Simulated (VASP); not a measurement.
# Co2O (Pnnm) in VASP: single point with r2SCAN+U

Aim: the single point of Co2O with r2SCAN+U.

Program: VASP 6.6.1. These are calculated values, not measurements. Logs are shortened: lines on timing, memory, paths and dates and some standing lists are left out, and cuts for length are marked.

## (1) The cell of the first run

Symmetry: Pnnm, No. 58, orthorhombic system. The conventional cell has a = 4.272 Å, b = 4.529 Å, c = 2.806 Å, α = 90.00°, β = 90.00°, γ = 90.00°. Co (site symmetry m) has 3 O at 1.85 to 1.91 Å and 12 Co at 2.58 to 2.81 Å within 2.9 Å. O (site symmetry 2/m) has 6 Co at 1.85 to 1.91 Å within 2.5 Å.

## (2) Single point, r2SCAN+U

File POSCAR:

```
Co2O
1.0
    2.8058730000      0.0000000000      0.0000000000
    0.0000000000      4.5287290000      0.0000000000
    0.0000000000      0.0000000000      4.2717900000
Co O
4 2
Direct
    0.0000000000      0.3250000000      0.2610000000
    0.5000000000      0.1750000000      0.7610000000
    0.0000000000      0.6750000000      0.7390000000
    0.5000000000      0.8250000000      0.2390000000
    0.0000000000      0.0000000000      0.0000000000
    0.5000000000      0.5000000000      0.5000000000
```

File INCAR.step1:

```
ALGO     = All            # electronic algorithm
EDIFF    = 1E-5           # SCF threshold, eV
ENCUT    = 880            # plane-wave cutoff, eV
GGA      = PE             # functional
GGA_COMPAT= False        
ISEARCH  = 1            
ISMEAR   = -1             # smearing method
KPAR     = 4            
LASPH    = True           # aspherical terms in the spheres
LCHARG   = False          # write CHGCAR
LDAU     = True           # DFT+U
LDAUJ    = 0 0          
LDAUL    = 2 -1           # shell
LDAUTYPE = 2            
LDAUU    = 8 0            # U, eV
LMAXMIX  = 4              # l up to which the mixer works
LREAL    = False          # projectors in reciprocal space
LWAVE    = True           # write WAVECAR
NBANDS   = 33             # bands
NELM     = 300            # most SCF steps
PREC     = Accurate       # precision mode
SIGMA    = 0.1            # smearing width, eV
```

File INCAR.step2:

```
ALGO     = All            # electronic algorithm
EDIFF    = 1E-6           # SCF threshold, eV
ENCUT    = 880            # plane-wave cutoff, eV
GGA_COMPAT= False        
ISEARCH  = 1            
ISIF     = 2              # what is computed and relaxed
ISMEAR   = -1             # smearing method
ISTART   = 1            
KPAR     = 4            
LASPH    = True           # aspherical terms in the spheres
LCHARG   = True           # write CHGCAR
LDAU     = True           # DFT+U
LDAUJ    = 0 0          
LDAUL    = 2 -1           # shell
LDAUPRINT= 1            
LDAUTYPE = 2            
LDAUU    = 8 0            # U, eV
LMAXMIX  = 4              # l up to which the mixer works
LMIXTAU  = True         
LREAL    = False          # projectors in reciprocal space
LVHAR    = True         
LWAVE    = False          # write WAVECAR
METAGGA  = R2SCAN         # meta-GGA
NBANDS   = 33             # bands
NELM     = 300            # most SCF steps
PREC     = Accurate       # precision mode
SIGMA    = 0.1            # smearing width, eV
```

File KPOINTS:

```
k-points
0
Gamma
  6 4 4
```

Potentials or basis: VASP PAW PBE potentials, release 64 (Co, O).

On the command line:

```bash
$ cat potpaw_PBE.64/Co/POTCAR potpaw_PBE.64/O/POTCAR > POTCAR
$ cp INCAR.step1 INCAR
$ mpirun -np 4 vasp_std > vasp.out
$ cp INCAR.step2 INCAR
$ mpirun -np 4 vasp_std > vasp.out
```

OUTCAR:

```text
EDIFF = 1E-6
   ENCUT = 880
   ISIF = 2
   ISMEAR = -1
   ISTART = 1
   LASPH = True
   LREAL = False
   METAGGA = R2SCAN
   NELM = 300
   PREC = Accurate

 ion  position               nearest neighbor table
   1  0.000  0.325  0.261-   5 1.85   6 1.91   6 1.91   3 2.58   2 2.64   2 2.64   2 2.64   2 2.64
                             4 2.67   4 2.67   4 2.67   4 2.67   3 2.74
   2  0.500  0.175  0.761-   6 1.85   5 1.91   5 1.91   4 2.58   1 2.64   1 2.64   1 2.64   1 2.64
                             3 2.67   3 2.67   3 2.67   3 2.67   4 2.74
   3  0.000  0.675  0.739-   5 1.85   6 1.91   6 1.91   1 2.58   4 2.64   4 2.64   4 2.64   4 2.64
                             2 2.67   2 2.67   2 2.67   2 2.67   1 2.74
   4  0.500  0.825  0.239-   6 1.85   5 1.91   5 1.91   2 2.58   3 2.64   3 2.64   3 2.64   3 2.64
                             1 2.67   1 2.67   1 2.67   1 2.67   2 2.74
   5  0.000  0.000  0.000-   1 1.85   3 1.85   2 1.91   4 1.91   2 1.91   4 1.91
   6  0.500  0.500  0.500-   2 1.85   4 1.85   3 1.91   1 1.91   1 1.91   3 1.91

  LATTYP: Found a simple orthorhombic cell.
 ALAT       =     2.8058730000
 B/A-ratio  =     1.5224459553
 C/A-ratio  =     1.6140178119

  Lattice vectors:

 A1 = (  -2.8058730000,   0.0000000000,   0.0000000000)
 A2 = (   0.0000000000,   0.0000000000,   4.2717900000)
 A3 = (   0.0000000000,   4.5287290000,   0.0000000000)

Analysis of symmetry for initial positions (statically):
=====================================================================
 Subroutine PRICEL returns:
 Original cell was already a primitive cell.

 Routine SETGRP: Setting up the symmetry group for a
 simple orthorhombic supercell.

 Subroutine GETGRP returns: Found  8 space group operations
 (whereof  4 operations were pure point group operations)
 out of a pool of  8 trial point group operations.

The static configuration has the point symmetry C_2h.
 The point group associated with its full space group is D_2h.

Analysis of symmetry for dynamics (positions and initial velocities):
=====================================================================
 Subroutine PRICEL returns:
 Original cell was already a primitive cell.

 Routine SETGRP: Setting up the symmetry group for a
 simple orthorhombic supercell.

 Subroutine GETGRP returns: Found  8 space group operations
 (whereof  4 operations were pure point group operations)
 out of a pool of  8 trial point group operations.

The dynamic configuration has the point symmetry C_2h.
 The point group associated with its full space group is D_2h.

 Subroutine INISYM returns: Found  8 space group operations
 (whereof  4 operations are pure point group operations),
 and found     1 'primitive' translations

----------------------------------------------------------------------------------------

                                     Primitive cell

  volume of cell :      54.2818

  direct lattice vectors                    reciprocal lattice vectors
     2.805873000  0.000000000  0.000000000     0.356395318  0.000000000  0.000000000
     0.000000000  4.528729000  0.000000000     0.000000000  0.220812506  0.000000000
     0.000000000  0.000000000  4.271790000     0.000000000  0.000000000  0.234093904

  length of vectors
     2.805873000  4.528729000  4.271790000     0.356395318  0.220812506  0.234093904

  position of ions in fractional coordinates (direct lattice)
     0.000000000  0.325000000  0.261000000
     0.500000000  0.175000000  0.761000000
     0.000000000  0.675000000  0.739000000
     0.500000000  0.825000000  0.239000000
     0.000000000  0.000000000  0.000000000
     0.500000000  0.500000000  0.500000000

  ion indices of the primitive-cell ions
[... 62 lines left out ...]
   number of dos      NEDOS =    301   number of ions     NIONS =      6
   total plane-waves  NPLWV =  56448
   dimension x,y,z NGX =    28 NGY =   48 NGZ =   42
   dimension x,y,z NGXF=    56 NGYF=   96 NGZF=   84
   ions per type =               4   2
   NGX,Y,Z   is equivalent  to a cutoff of  16.59, 17.62, 16.35 a.u.
   NGXF,Y,Z  is equivalent  to a cutoff of  33.18, 35.24, 32.69 a.u.
 SYSTEM =  unknown system
   PREC   = accura    normal or accurate (medium, high low for compatibility)
   ISTART =      1    job   : 0-new  1-cont  2-samecut
   ICHARG =      0    charge: 1-file 2-atom 10-const
   ISPIN  =      1    spin polarized calculation?
   LNONCOLLINEAR =      F non collinear calculations
   LSORBIT =      F    spin-orbit coupling
   LASPH  =      T    aspherical Exc in radial PAW
   ENCUT  =  880.0 eV  64.68 Ry    8.04 a.u.   6.79 10.95 10.33*2*pi/ulx,y,z
   NELM   =    300;   NELMIN=  2; NELMDL=  0     # of ELM steps
   EDIFF  = 0.1E-05   stopping-criterion for ELM
   LREAL  =      F    real-space projection
   EDIFFG = 0.1E-04   stopping-criterion for IOM
   NSW    =      0    number of steps for IOM
   IBRION =     -1    ionic relax: 0-MD 1-quasi-New 2-CG
   NFREE  =      0    steps in history (QN), initial steepest desc. (CG)
   ISIF   =      2    stress and relaxation
   ISYM   =      2    0-nonsym 1-usesym 2-fastsym
   POTIM  = 0.5000    time-step for ionic-motion
   TEBEG  =    0.0;   TEEND  =   0.0 temperature during run
   PSTRESS=    0.0 pullay stress
   NELECT =      48.0000    total number of electrons
   NUPDOWN=      -1.0000    fix difference up-down
   EMIN   =  10.00;   EMAX   =-10.00  energy-range for DOS
   EFERMI =   0.00;   METHOD = LEGACY
   ISMEAR =    -1;   SIGMA  =   0.10  broadening in eV -4-tet -1-fermi 0-gaus
   EFERMI_NEDOS =   21; number of points for ismear=-14 and -15
   IALGO  =     58    algorithm
   IMIX   =      4    mixing-type and parameters
     AMIX     =   0.40;   BMIX     =  1.00
     AMIX_MAG =   1.60;   BMIX_MAG =  1.00
  volume/ion in A,a.u.               =       9.05        61.05
  Fermi-wavevector in a.u.,A,eV,Ry     =   1.571341  2.969404 33.594324  2.469113
  Thomas-Fermi vector in A             =   2.672940
   LORBIT       =      0    0 simple, 1 ext, 2 COOP (PROOUT), +10 PAW based schemes
 LDA+U is selected, type is set to LDAUTYPE =  2
   angular momentum for each species LDAUL =     2   -1
   U (eV)           for each species LDAUU =   8.0  0.0
   J (eV)           for each species LDAUJ =   0.0  0.0
   METAGGA = R2SCAN    functional components
   LHFCALC =     F    Hartree Fock is set to
   AEXX    =    0.0000 exact exchange contribution
   IVDW    =     0    specifies the selected vdW correction
   LEPSILON=     F    determine dielectric tensor
   LRPA    =     F    only Hartree local field effects (RPA)
 non-spin polarized calculation
  energy-cutoff  :      880.00
  volume of cell :       54.28
 maximum number of plane-waves:      3248
 NGX is ok and might be reduce to    28
   NGX = 13   NGY = 21   NGZ = 21

atom =   1  type =  1  l = 2

 onsite density matrix

spin component  1
[... 116 lines left out ...]
  o =  0.1113  v =  0.6600  0.0000  0.0000 -0.7512 -0.0000  0.0000  0.0000  0.0000  0.0000  0.0000      0.0000  0.0000  0.0000  0.0000  0.0000  0.0000  0.0000  0.0000  0.0000  0.0000
  o =  0.1113  v =  0.0000  0.0000  0.0000  0.0000  0.0000  0.6600  0.0000  0.0000 -0.7512 -0.0000      0.0000  0.0000  0.0000  0.0000  0.0000  0.0000  0.0000  0.0000  0.0000  0.0000
  o =  0.8776  v =  0.0000 -0.9018 -0.2913 -0.0000  0.3191  0.0000  0.0000  0.0000  0.0000  0.0000      0.0000  0.0000  0.0000  0.0000  0.0000  0.0000  0.0000  0.0000  0.0000  0.0000
  o =  0.8776  v =  0.0000  0.0000  0.0000  0.0000  0.0000  0.0000 -0.9018 -0.2913 -0.0000  0.3191      0.0000  0.0000  0.0000  0.0000  0.0000  0.0000  0.0000  0.0000  0.0000  0.0000
  o =  0.9623  v =  0.0000  0.0000  0.0000  0.0000  0.0000 -0.7512  0.0000  0.0000 -0.6600 -0.0000      0.0000  0.0000  0.0000  0.0000  0.0000  0.0000  0.0000  0.0000  0.0000  0.0000
  o =  0.9623  v = -0.7512  0.0000  0.0000 -0.6600 -0.0000  0.0000  0.0000  0.0000  0.0000  0.0000      0.0000  0.0000  0.0000  0.0000  0.0000  0.0000  0.0000  0.0000  0.0000  0.0000
  o =  0.9683  v =  0.0000 -0.0693  0.8266 -0.0000  0.5585  0.0000  0.0000  0.0000  0.0000  0.0000      0.0000  0.0000  0.0000  0.0000  0.0000  0.0000  0.0000  0.0000  0.0000  0.0000
  o =  0.9683  v =  0.0000  0.0000  0.0000  0.0000  0.0000  0.0000 -0.0693  0.8266 -0.0000  0.5585      0.0000  0.0000  0.0000  0.0000  0.0000  0.0000  0.0000  0.0000  0.0000  0.0000
  o =  0.9975  v =  0.0000  0.0000  0.0000  0.0000  0.0000  0.0000 -0.4265  0.4816  0.0000 -0.7656      0.0000  0.0000  0.0000  0.0000  0.0000  0.0000  0.0000  0.0000  0.0000  0.0000
  o =  0.9975  v =  0.0000 -0.4265  0.4816  0.0000 -0.7656  0.0000  0.0000  0.0000  0.0000  0.0000      0.0000  0.0000  0.0000  0.0000  0.0000  0.0000  0.0000  0.0000  0.0000  0.0000

 number of electron      48.0000002 magnetization

 Free energy of the ion-electron system (eV)
  ---------------------------------------------------
  ext. energy  EPLUGINS =         0.00000000
  ---------------------------------------------------
  free energy    TOTEN  =       -44.58850369 eV

  energy without entropy =      -44.58645596  energy(sigma->0) =      -44.58747982

 E-fermi :  10.2530     XC(G=0): -13.9415

 val. band max:        9.9506258956   @ k =   0.0000   0.0000   0.0000
 cond. band min:      10.4754529697   @ k =   0.0000   0.0000   0.0000
 fundamental gap:      0.5248270741
 Fermi energy:        10.2530351626

 k-point     1 :       0.0000    0.0000    0.0000
  band No.  band energies     occupation
      1     -13.3929      2.00000
      2     -12.5530      2.00000
      3       0.1669      2.00000
      4       0.4469      2.00000
      5       0.7739      2.00000
      6       1.3938      2.00000
[... 853 lines left out ...]
     32      16.7839      0.00000
     33      19.2657      0.00000

 [... further k-points ...]

------------------------ aborting loop because EDIFF is reached ----------------------------------------

  FORCE on cell =-STRESS in cart. coord.  units (eV):
  Direction    XX          YY          ZZ          XY          YZ          ZX
  --------------------------------------------------------------------------------------
  -------------------------------------------------------------------------------------
  Total        9.2392841     15.2318421     13.0937989      0.0000000      0.0000000      0.0000000
  in kB      272.7059820    449.5818533    386.4755380      0.0000000      0.0000000      0.0000000
  external PRESSURE =     369.5877911 kB  Pullay stress =       0.0000000 kB

 VOLUME and BASIS-vectors are now :
 -----------------------------------------------------------------------------
  energy-cutoff  :      880.00
  volume of cell :       54.28
      direct lattice vectors                 reciprocal lattice vectors
     2.805873000  0.000000000  0.000000000     0.356395318  0.000000000  0.000000000
     0.000000000  4.528729000  0.000000000     0.000000000  0.220812506  0.000000000
     0.000000000  0.000000000  4.271790000     0.000000000  0.000000000  0.234093904

 POSITION                                       TOTAL-FORCE (eV/Angst)
 -----------------------------------------------------------------------------------
      0.00000      1.47184      1.11494         0.000000     -0.130892     -0.526430
      1.40294      0.79253      3.25083        -0.000000      0.130892     -0.526430
      0.00000      3.05689      3.15685         0.000000      0.130892      0.526430
      1.40294      3.73620      1.02096         0.000000     -0.130892      0.526430
      0.00000      0.00000      0.00000         0.000000      0.000000      0.000000
      1.40294      2.26436      2.13590         0.000000      0.000000      0.000000
 -----------------------------------------------------------------------------------
    total drift:                                0.000000      0.000000      0.000000

  FREE ENERGIE OF THE ION-ELECTRON SYSTEM (eV)
  ---------------------------------------------------
  free  energy   TOTEN  =       -44.5885036899 eV

  energy  without entropy=      -44.5864580057  energy(sigma->0) =      -44.58748085
```

Wall time 5.1 min (4 MPI ranks of Intel Xeon Platinum 8375C at 2.90GHz (Ice Lake), shared host); peak memory 0.43 GiB.

What came out:

```
Free energy            : -44.5885 eV
Pressure               : 37.0 GPa
Largest force          : 0.542 eV/Å
Band gap on the k mesh : 0.52 eV
```

Forces in eV/Å, atoms in the order of the input:
```
Co   0.000 -0.131 -0.526
Co   0.000  0.131 -0.526
Co   0.000  0.131  0.526
Co   0.000 -0.131  0.526
O    0.000  0.000  0.000
O    0.000  0.000  0.000
```

Stress tensor (GPa, compression positive):
```
27.27  0.00  0.00
 0.00 44.96  0.00
 0.00  0.00 38.65
```

Eigenvalues of the final occupation matrices:
```
    site  spin  trace               eigenvalues
site 1 d     1   3.92  0.11 0.88 0.96 0.97 1.00
site 1 d     2   3.92  0.11 0.88 0.96 0.97 1.00
site 2 d     1   3.92  0.11 0.88 0.96 0.97 1.00
site 2 d     2   3.92  0.11 0.88 0.96 0.97 1.00
site 3 d     1   3.92  0.11 0.88 0.96 0.97 1.00
site 3 d     2   3.92  0.11 0.88 0.96 0.97 1.00
site 4 d     1   3.92  0.11 0.88 0.96 0.97 1.00
site 4 d     2   3.92  0.11 0.88 0.96 0.97 1.00
```

Caveat: the stress differs along the axes, from 27 to 45 GPa; the PAW data sets were made with another functional, which shifts forces and pressure a little; the run has no spin polarisation, though such a crystal can be magnetic. Spin polarisation is off, so any magnetic state and its effect on volume and gap are missing.
